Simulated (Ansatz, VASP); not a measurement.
# MgO: VASP beside Ansatz

INCAR

```
ALGO     = Normal         # electronic algorithm
EDIFF    = 1E-7           # SCF threshold, eV
ENCUT    = 520            # plane-wave cutoff, eV
GGA      = PS             # functional
ISIF     = 2              # what is computed and relaxed
ISMEAR   = 0              # smearing method
LASPH    = T              # aspherical terms in the spheres
LCHARG   = F              # write CHGCAR
LREAL    = F              # projectors in reciprocal space
LWAVE    = F              # write WAVECAR
NBANDS   = 16             # bands
NELM     = 80             # most SCF steps
PREC     = Accurate       # precision mode
SIGMA    = 0.02           # smearing width, eV
```

Contents of KPOINTS:

```
k-points
0
Gamma
  9 9 6
```

POSCAR

```
MgO
1.0
    3.3028386699      0.0000000000      0.0000000000
   -1.6514193350      2.8603421927      0.0000000000
    0.0000000000      0.0000000000      5.0202782649
Mg O
2 2
Direct
    0.3333333333      0.6666666667      0.0037134796
    0.6666666667      0.3333333333      0.5037134796
    0.3333333333      0.6666666667      0.4008865204
    0.6666666667      0.3333333333      0.9008865204
```

Input for Ansatz:

```yaml
crystal:
  lattice:
    - [3.3028386699, 0.0, 0.0]
    - [-1.651419335, 2.8603421927, 0.0]
    - [0.0, 0.0, 5.0202782649]
  atoms:
    - { symbol: Mg, position: [0.3333333333, 0.6666666667, 0.0037134796] }
    - { symbol: Mg, position: [0.6666666667, 0.3333333333, 0.5037134796] }
    - { symbol: O, position: [0.3333333333, 0.6666666667, 0.4008865204] }
    - { symbol: O, position: [0.6666666667, 0.3333333333, 0.9008865204] }
basis:
  ecutwfc: 420
kpoints:
  mp_grid: { grid: [9, 9, 6] }
  band_path: { path: [VBM, CBM], npoints: 2 }
hamiltonian:
  xc: pbesol
scf:
  occupations: { method: gaussian, width: 0.02 }
output:
  forces: true
  stress: true
  eigenvalues: true
```

Alike in both runs: task single point; functional PBEsol; k mesh 9 × 9 × 6; occupations gaussian, width 0.02 eV; no spin polarisation.

|  | VASP | Ansatz |
| --- | --- | --- |
| version | VASP 6.6.1 | Ansatz 0.2.0 |
| potentials or method | VASP PAW PBE potentials, release 64 (Mg, O), cutoff 520 eV | scalar-relativistic, plane waves, PAW |
| valence electrons in the cell | 16 | 32 |

```tsv
	VASP	Ansatz	Ansatz less VASP
gap on the k mesh at the Fermi level (eV)	3.36	3.36	0.000
least direct gap on the mesh (eV)	3.36	3.36	0.000
pressure (GPa)	-0.3	0.0	+0.29
```

VASP's potentials were made for PBE, not for PBEsol. VASP's potentials hold 16 valence electrons a cell and Ansatz's 32, so a difference there can come from the potentials and not from the codes.
